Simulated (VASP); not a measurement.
Runs of VASP 6.6.1 on Si2Sb. The structure is that of space group Cccm (No. 66), or close to it. The cells are those of the table. 

```tsv
task	cell	k mesh	cutoff (eV)	gap on the mesh (eV)	pressure (GPa)	relaxed volume (Å³/atom)	largest force (eV/Å)
relaxation of cell and atoms	relaxed from a = 6.113, b = 6.113, c = 4.955 Å, angles 90.0, 90.0, 93.4°, 6 atoms	6 × 6 × 8	600	none	0.0	(b)	0.01
relaxation of cell and atoms	relaxed from a = 4.660, b = 4.660, c = 6.784 Å, angles 90.0, 90.0, 91.8°, 6 atoms	4 × 4 × 4	600	none	0.0	(a)	0.03
single point	a = 6.095, b = 6.095, c = 5.024 Å, angles 90.0, 90.0, 92.1°, 6 atoms	6 × 6 × 8	520	none	0.1	-	0.01
single point	a = 6.113, b = 6.113, c = 4.955 Å, angles 90.0, 90.0, 86.6°, 6 atoms	4 × 4 × 4	520	none	-0.1	-	0.02
```

Alike in all rows: level PBE; potentials or basis VASP PAW PBE potentials, release 64 (Si, Sb); no spin polarisation; smearing gaussian 0.1 eV.

Question: Estimate the missing entries.

Answer: (a) 21.34; (b) 30.83.

Caveats: spin-orbit coupling is left out, which moves the levels of the heavy elements.

A k mesh can miss the band edges, and the runs leave out spin-orbit coupling on Sb.

A gap of «none» marks levels without a gap at the run's occupations.
